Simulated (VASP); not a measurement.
# Li (P6_3/mmc) in VASP: a series of runs

Runs on Li. Level: PBE. Tasks: single point, relaxation of cell and atoms.

Everything below comes from runs of VASP 6.6.1. Logs are shortened: lines on timing, memory, paths and dates and some standing lists are left out, and cuts for length are marked.

### Step 1. The cell of the first run

It takes space group P6_3/mmc (No. 194, hexagonal). The conventional cell has a = 3.075 Å, b = 3.075 Å, c = 4.958 Å, α = 90.00°, β = 90.00°, γ = 120.00°. Within 4.0 Å of Li (site symmetry -6m2) lie 12 Li at 3.05 to 3.07 Å.

### Step 2. Single point, PBE

Input file INCAR:

```
ALGO     = Normal         # electronic algorithm
EDIFF    = 1E-6           # SCF threshold, eV
ENCUT    = 750            # plane-wave cutoff, eV
GGA      = PE             # functional
GGA_COMPAT= False        
ISIF     = 2              # what is computed and relaxed
ISMEAR   = 1              # smearing method
LASPH    = True           # aspherical terms in the spheres
LCHARG   = False          # write CHGCAR
LREAL    = False          # projectors in reciprocal space
LWAVE    = False          # write WAVECAR
NBANDS   = 10             # bands
NELM     = 120            # most SCF steps
PREC     = Accurate       # precision mode
SIGMA    = 0.1            # smearing width, eV
```

Input file KPOINTS:

```
k-points
0
Gamma
  8 8 4
```

Input file POSCAR:

```
Li
1.0
    3.0746476405      0.0000000000      0.0000000000
   -1.5373238202      2.6627229644      0.0000000000
    0.0000000000      0.0000000000      4.9580405631
Li
2
Direct
    0.3333333333      0.6666666667      0.2500000000
    0.6666666667      0.3333333333      0.7500000000
```

Potentials or basis: VASP PAW PBE potentials, release 64 (Li_sv).

Launch:

```bash
$ cat potpaw_PBE.64/Li_sv/POTCAR > POTCAR
$ mpirun -np 1 vasp_std > vasp.out
```

OUTCAR:

```text
EDIFF = 1E-6
   ENCUT = 750
   GGA = PE
   ISIF = 2
   ISMEAR = 1
   LASPH = True
   LREAL = False
   NELM = 120
   PREC = Accurate

 ion  position               nearest neighbor table
   1  0.333  0.667  0.250-
   2  0.667  0.333  0.750-

  LATTYP: Found a hexagonal cell.
 ALAT       =     3.0746476405
 C/A-ratio  =     1.6125556951

  Lattice vectors:

 A1 = (   3.0746476405,   0.0000000000,   0.0000000000)
 A2 = (  -1.5373238202,   2.6627229644,   0.0000000000)
 A3 = (   0.0000000000,   0.0000000000,   4.9580405631)

Analysis of symmetry for initial positions (statically):
=====================================================================
 Subroutine PRICEL returns:
 Original cell was already a primitive cell.

 Routine SETGRP: Setting up the symmetry group for a
 hexagonal supercell.

 Subroutine GETGRP returns: Found 24 space group operations
 (whereof 12 operations were pure point group operations)
 out of a pool of 24 trial point group operations.

The static configuration has the point symmetry D_3d.
 The point group associated with its full space group is D_6h.

Analysis of symmetry for dynamics (positions and initial velocities):
=====================================================================
 Subroutine PRICEL returns:
 Original cell was already a primitive cell.

 Routine SETGRP: Setting up the symmetry group for a
 hexagonal supercell.

 Subroutine GETGRP returns: Found 24 space group operations
 (whereof 12 operations were pure point group operations)
 out of a pool of 24 trial point group operations.

The dynamic configuration has the point symmetry D_3d.
 The point group associated with its full space group is D_6h.

 Subroutine INISYM returns: Found 24 space group operations
 (whereof 12 operations are pure point group operations),
 and found     1 'primitive' translations

----------------------------------------------------------------------------------------

                                     Primitive cell

  volume of cell :      40.5912

  direct lattice vectors                    reciprocal lattice vectors
     3.074647640  0.000000000  0.000000000     0.325240521  0.187777702  0.000000000
    -1.537323820  2.662722964  0.000000000     0.000000000  0.375555405  0.000000000
     0.000000000  0.000000000  4.958040563     0.000000000  0.000000000  0.201692581

  length of vectors
     3.074647640  3.074647641  4.958040563     0.375555405  0.375555405  0.201692581

  position of ions in fractional coordinates (direct lattice)
     0.333333333  0.666666667  0.250000000
     0.666666667  0.333333333  0.750000000

  ion indices of the primitive-cell ions
   primitive index   ion index
                 1           1
                 2           2

----------------------------------------------------------------------------------------

 KPOINTS: k-points

Automatic generation of k-mesh.
 Grid dimensions read from file:
 generate k-points for:    8    8    4

 Generating k-lattice:

  Cartesian coordinates                     Fractional coordinates (reciprocal lattice)
     0.040655065  0.023472213  0.000000000     0.125000000  0.000000000  0.000000000
     0.000000000  0.046944426  0.000000000     0.000000000  0.125000000  0.000000000
     0.000000000  0.000000000  0.050423145     0.000000000  0.000000000  0.250000000

  Length of vectors
     0.046944426  0.046944426  0.050423145

  Shift w.r.t. Gamma in fractional coordinates (k-lattice)
     0.000000000  0.000000000  0.000000000

 Subroutine IBZKPT returns following result:
 ===========================================

 Found     30 irreducible k-points:

 Following reciprocal coordinates:
            Coordinates               Weight
  0.000000  0.000000  0.000000      1.000000
  0.125000  0.000000  0.000000      6.000000
  0.250000  0.000000  0.000000      6.000000
  0.375000  0.000000  0.000000      6.000000
  0.500000  0.000000  0.000000      3.000000
  0.125000  0.125000  0.000000      6.000000
[... 16 lines left out ...]
  0.250000  0.000000  0.500000      6.000000
  0.375000  0.000000  0.500000      6.000000
 [... further k-points ...]
   k-points           NKPTS =     30   k-points in BZ     NKDIM =     30   number of bands    NBANDS=     10
   number of dos      NEDOS =    301   number of ions     NIONS =      2
   total plane-waves  NPLWV =  37632
   dimension x,y,z NGX =    28 NGY =   28 NGZ =   48
   dimension x,y,z NGXF=    56 NGYF=   56 NGZF=   96
   ions per type =               2
   NGX,Y,Z   is equivalent  to a cutoff of  15.14, 15.14, 16.09 a.u.
   NGXF,Y,Z  is equivalent  to a cutoff of  30.28, 30.28, 32.19 a.u.
 SYSTEM =  unknown system
   PREC   = accura    normal or accurate (medium, high low for compatibility)
   ISTART =      0    job   : 0-new  1-cont  2-samecut
   ICHARG =      2    charge: 1-file 2-atom 10-const
   ISPIN  =      1    spin polarized calculation?
   LNONCOLLINEAR =      F non collinear calculations
   LSORBIT =      F    spin-orbit coupling
   LASPH  =      T    aspherical Exc in radial PAW
   ENCUT  =  750.0 eV  55.12 Ry    7.42 a.u.   6.87  6.87 11.07*2*pi/ulx,y,z
   NELM   =    120;   NELMIN=  2; NELMDL= -5     # of ELM steps
   EDIFF  = 0.1E-05   stopping-criterion for ELM
   LREAL  =      F    real-space projection
   EDIFFG = 0.1E-04   stopping-criterion for IOM
   NSW    =      0    number of steps for IOM
   IBRION =     -1    ionic relax: 0-MD 1-quasi-New 2-CG
   NFREE  =      0    steps in history (QN), initial steepest desc. (CG)
   ISIF   =      2    stress and relaxation
   ISYM   =      2    0-nonsym 1-usesym 2-fastsym
   POTIM  = 0.5000    time-step for ionic-motion
   TEBEG  =    0.0;   TEEND  =   0.0 temperature during run
   PSTRESS=    0.0 pullay stress
   NELECT =       6.0000    total number of electrons
   NUPDOWN=      -1.0000    fix difference up-down
   EMIN   =  10.00;   EMAX   =-10.00  energy-range for DOS
   EFERMI =   0.00;   METHOD = LEGACY
   ISMEAR =     1;   SIGMA  =   0.10  broadening in eV -4-tet -1-fermi 0-gaus
   EFERMI_NEDOS =   21; number of points for ismear=-14 and -15
   IALGO  =     38    algorithm
   IMIX   =      4    mixing-type and parameters
     AMIX     =   0.40;   BMIX     =  1.00
     AMIX_MAG =   1.60;   BMIX_MAG =  1.00
  volume/ion in A,a.u.               =      20.30       136.96
  Fermi-wavevector in a.u.,A,eV,Ry     =   0.865595  1.635738 10.194231  0.749255
  Thomas-Fermi vector in A             =   1.983861
   LORBIT       =      0    0 simple, 1 ext, 2 COOP (PROOUT), +10 PAW based schemes
   GGA     = PE    functional components
   LHFCALC =     F    Hartree Fock is set to
   AEXX    =    0.0000 exact exchange contribution
   IVDW    =     0    specifies the selected vdW correction
   LEPSILON=     F    determine dielectric tensor
   LRPA    =     F    only Hartree local field effects (RPA)
 non-spin polarized calculation
 Methfessel and Paxton  Order N= 1 SIGMA  =   0.10
  energy-cutoff  :      750.00
  volume of cell :       40.59
 maximum number of plane-waves:      1908
 NGX is ok and might be reduce to    28
   NGX = 13   NGY = 13   NGZ = 23

 number of electron       5.9999998 magnetization

 Free energy of the ion-electron system (eV)
  ---------------------------------------------------
  ext. energy  EPLUGINS =         0.00000000
  ---------------------------------------------------
  free energy    TOTEN  =        -3.80615212 eV

  energy without entropy =       -3.80541492  energy(sigma->0) =       -3.80590638

 E-fermi :   0.4783     XC(G=0):  -7.0411

 val. band max:        0.4703721743   @ k =   0.3750   0.1250   0.2500
 cond. band min:       0.5080179849   @ k =   0.5000   0.0000   0.0000
 fundamental gap:      0.0376458107
 Fermi energy:         0.4782710629

 k-point     1 :       0.0000    0.0000    0.0000
  band No.  band energies     occupation
      1     -45.9014      2.00000
      2     -45.8826      2.00000
      3      -2.9485      2.00000
      4       0.6756     -0.01740
      5       3.6283      0.00000
      6      12.9136      0.00000
      7      12.9136      0.00000
      8      14.3376      0.00000
      9      14.3376      0.00000
     10      15.2890      0.00000

 k-point     2 :       0.1250    0.0000    0.0000
  band No.  band energies     occupation
      1     -45.8991      2.00000
      2     -45.8816      2.00000
      3      -2.7016      2.00000
      4       1.0004     -0.00000
      5       3.7153      0.00000
      6      10.7785      0.00000
      7      11.6079      0.00000
      8      14.2886      0.00000
      9      14.7887      0.00000
     10      14.8833      0.00000

 k-point     3 :       0.2500    0.0000    0.0000
  band No.  band energies     occupation
      1     -45.8933      2.00000
      2     -45.8794      2.00000
      3      -1.9606      2.00000
      4       1.9713     -0.00000
      5       3.8389      0.00000
      6       7.8309      0.00000
      7      10.1574      0.00000
      8      12.1364      0.00000
      9      12.3673      0.00000
     10      14.2319      0.00000

 k-point     4 :       0.3750    0.0000    0.0000
  band No.  band energies     occupation
      1     -45.8869      2.00000
      2     -45.8779      2.00000
      3      -0.7409      2.00000
      4       3.0506      0.00000
      5       3.5689      0.00000
      6       6.5569      0.00000
      7       8.8408      0.00000
      8       9.2402      0.00000
      9       9.8419      0.00000
     10      13.5033      0.00000
[... 222 lines left out ...]
 k-point    22 :       0.1250    0.0000    0.5000
  band No.  band energies     occupation
      1     -45.8904      2.00000
      2     -45.8904      2.00000
      3      -1.5599      2.00000
      4      -1.5599      2.00000
      5       8.8744      0.00000
      6       8.8744      0.00000
      7      12.1503      0.00000
      8      12.1503      0.00000
      9      12.8796      0.00000
     10      12.8796      0.00000

 k-point    23 :       0.2500    0.0000    0.5000
  band No.  band energies     occupation
      1     -45.8864      2.00000
      2     -45.8864      2.00000
      3      -0.8098      2.00000
      4      -0.8098      2.00000
      5       8.0808      0.00000
      6       8.0808      0.00000
      7      10.2721      0.00000
      8      10.2721      0.00000
      9      11.5332      0.00000
     10      11.5332      0.00000

 k-point    24 :       0.3750    0.0000    0.5000
  band No.  band energies     occupation
      1     -45.8824      2.00000
      2     -45.8824      2.00000
      3       0.3636      2.06881
      4       0.3636      2.06881
      5       5.5462      0.00000
      6       5.5462      0.00000
      7      10.6436      0.00000
      8      10.6436      0.00000
      9      10.9803      0.00000
     10      10.9803      0.00000

 [... further k-points ...]
[... 5 lines left out ...]
  --------------------------------------------------------------------------------------
  -------------------------------------------------------------------------------------
  Total       -0.0149594     -0.0149594     -0.0751287     -0.0000000      0.0000000      0.0000000
  in kB       -0.5904627     -0.5904627     -2.9654128     -0.0000000      0.0000000      0.0000000
  external PRESSURE =      -1.3821127 kB  Pullay stress =       0.0000000 kB

 VOLUME and BASIS-vectors are now :
 -----------------------------------------------------------------------------
  energy-cutoff  :      750.00
  volume of cell :       40.59
      direct lattice vectors                 reciprocal lattice vectors
     3.074647640  0.000000000  0.000000000     0.325240521  0.187777702  0.000000000
    -1.537323820  2.662722964  0.000000000     0.000000000  0.375555405  0.000000000
     0.000000000  0.000000000  4.958040563     0.000000000  0.000000000  0.201692581

 POSITION                                       TOTAL-FORCE (eV/Angst)
 -----------------------------------------------------------------------------------
     -0.00000      1.77515      1.23951        -0.000000     -0.000000      0.000000
      1.53732      0.88757      3.71853         0.000000      0.000000      0.000000
 -----------------------------------------------------------------------------------
    total drift:                                0.000000     -0.000000      0.000000

  FREE ENERGIE OF THE ION-ELECTRON SYSTEM (eV)
  ---------------------------------------------------
  free  energy   TOTEN  =        -3.8061521163 eV

  energy  without entropy=       -3.8054149213  energy(sigma->0) =       -3.80590638
```

It took 16 s on 1 thread of AMD EPYC 7R43 (Zen 3), shared host; peak memory 0.14 GiB.

What came out:

```yaml
Free_energy: -3.8062 eV
Pressure: -0.1 GPa
Band_gap_on_the_k_mesh: zero (band 3 reaches 2.23 eV, above the bottom of band 4 at -1.81 eV)
```

Stress tensor (GPa, compression positive):
```
-0.06  0.00  0.00
 0.00 -0.06  0.00
 0.00  0.00 -0.30
```

### Step 3. Relaxation of cell and atoms, PBE

This run uses another cell than the first one, of 21.68 Å³/atom, 1.068 times its volume.

Input file INCAR:

```
SYSTEM = Li
PREC = Accurate ; ENCUT = 750
EDIFF = 1E-7 ; ISMEAR = 1
SIGMA = 0.1 ; LREAL = .False.
LASPH = .True. ; NELM = 120
ALGO = Normal ; ISIF = 3
LWAVE = .False. ; LCHARG = .False.
GGA = PE ; IBRION = 2
NSW = 80 ; EDIFFG = -0.03
GGA_COMPAT = .False. ; NELMIN = 4
```

Input file KPOINTS:

```
regular mesh
0
Gamma
  8 8 4
  0 0 0
```

Input file POSCAR:

```
Li
1.0
    3.1300000000      0.0000000000      0.0000000000
   -1.5650000000      2.7106595138      0.0000000000
    0.0000000000      0.0000000000      5.1112900000
Li
2
Direct
    0.3333333333      0.6666666667      0.2500000000
    0.6666666667      0.3333333333      0.7500000000
```

Potentials or basis: VASP PAW PBE potentials, release 64 (Li_sv).

Launch:

```bash
$ cat potpaw_PBE.64/Li_sv/POTCAR > POTCAR
$ mpirun -np 1 vasp_std > vasp.out
```

Run time: 34 s. Hardware: 1 thread of AMD EPYC 7R43 (Zen 3), shared host; peak memory 0.15 GiB.

The run converged. Its results:

| Item | Value |
| --- | --- |
| Free energy | -3.8079 eV |
| Relaxed volume | 20.28 Å³/atom |
| Relaxed cell | a = 3.077 Å, b = 3.077 Å, c = 4.946 Å, α = 90.00°, β = 90.00°, γ = 120.00° |
| Space group after relaxing (to 0.05 Å) | P6_3/mmc (No. 194) |
| Energy gained by relaxing | 5.2 meV/atom |
| Ionic steps | 3 |
| Pressure after relaxing | -0.1 GPa |
| Band gap on the k mesh | zero (band 3 reaches 2.23 eV, above the bottom of band 4 at -1.81 eV) |

The path:
```tsv
step	energy change (eV)	largest force (eV/Å)	pressure (GPa)	volume (Å³)
1	0.0000	0.0000	-0.93	43.37
2	-0.0045	0.0000	-0.72	42.58
3	-0.0104	0.0000	-0.09	40.56
```

Final structure:
```cif
data_structure
_symmetry_space_group_name_H-M 'P 1'
_symmetry_Int_Tables_number 1
_cell_length_a 3.0770
_cell_length_b 3.0770
_cell_length_c 4.9462
_cell_angle_alpha 90.000
_cell_angle_beta 90.000
_cell_angle_gamma 120.000
_cell_volume 40.56
loop_
_atom_site_label
_atom_site_type_symbol
_atom_site_fract_x
_atom_site_fract_y
_atom_site_fract_z
_atom_site_occupancy
Li1 Li 0.33333 0.66667 0.25000 1
Li2 Li 0.66667 0.33333 0.75000 1
```

Levels at points of the mesh, in eV from the Fermi level:
```
           k point  band 1  band 2  band 3  band 4  band 5  band 6
(0.00, 0.00, 0.00)  -46.37  -46.35   -3.42    0.22    3.18   12.41
(0.50, 0.00, 0.00)  -46.35  -46.35    0.03    1.15    4.85    6.03
(0.00, 0.00, 0.50)  -46.36  -46.36   -2.28   -2.28    8.36    8.36
(0.50, 0.00, 0.50)  -46.35  -46.35    0.81    0.81    3.61    3.61
```
